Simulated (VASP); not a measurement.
Set up this calculation in VASP 6.6.1, as the native input.

```
Task                   : single point
Functional             : r2SCAN
Potentials or basis    : VASP PAW PBE potentials, release 64 (Rh_pv)
Cutoff                 : 520 eV
k mesh                 : 22 × 22 × 22
Occupations            : gaussian, width 0.15 eV
Spin                   : no spin polarisation
Dipole correction      : no
Further INCAR settings : ALGO = Normal; EDIFF = 1e-06; NBANDS = 14
```

The system is Rh.

```xyz
1
Lattice="0.0000 1.9134 1.9134 1.9016 0.0119 1.9016 1.9016 1.9016 0.0119" Properties=species:S:1:pos:R:3 pbc="T T T"
Rh    0.0000    0.0000    0.0000
```

This cell differs from its parent crystal: strain +0.0125 x Voigt [0, 0, 0, 1, 0, 0].

These files were run (other wordings do the same):

POSCAR

```
Rh
1.0
    0.0000000000      1.9134346875      1.9134346875
    1.9015500000      0.0118846875      1.9015500000
    1.9015500000      1.9015500000      0.0118846875
Rh
1
Direct
    0.0000000000      0.0000000000      0.0000000000
```

INCAR.step1

```
SYSTEM = Rh
  ALGO = Normal
  EDIFF = 1E-4
  ENCUT = 520
  GGA = PE
  ISMEAR = 0
  LASPH = .True.
  LCHARG = .False.
  LREAL = .False.
  LWAVE = .True.
  NBANDS = 14
  NELM = 80
  PREC = Accurate
  SIGMA = 0.15
```

INCAR.step2

```
SYSTEM = Rh
  ALGO = Normal
  EDIFF = 1E-6
  ENCUT = 520
  ISIF = 2
  ISMEAR = 0
  ISTART = 1
  LASPH = .True.
  LCHARG = .False.
  LMIXTAU = .True.
  LREAL = .False.
  LWAVE = .False.
  METAGGA = R2SCAN
  NBANDS = 14
  NELM = 80
  PREC = Accurate
  SIGMA = 0.15
```

KPOINTS

```
k-points
0
Gamma
  22 22 22
  0 0 0
```

Potentials or basis: VASP PAW PBE potentials, release 64 (Rh_pv).

The run is started by

```console
$ cat potpaw_PBE.64/Rh_pv/POTCAR > POTCAR
$ cp INCAR.step1 INCAR
$ mpirun -np 1 vasp_std > vasp.out
$ cp INCAR.step2 INCAR
$ mpirun -np 1 vasp_std > vasp.out
```

Results of the run:

```
Pressure               : 0.8 GPa
Band gap on the k mesh : zero (an odd number of electrons rules out a gap without spin polarisation)
```

Caveat: the cell differs from its parent crystal (strain +0.0125 x Voigt [0, 0, 0, 1, 0, 0]); the PAW data sets were made with another functional, which shifts forces and pressure a little.

Run time: 6.8 min on 1 thread of AMD EPYC 9R45 96-Core Processor (Zen 5) (shared host), peak memory 0.32 GiB.
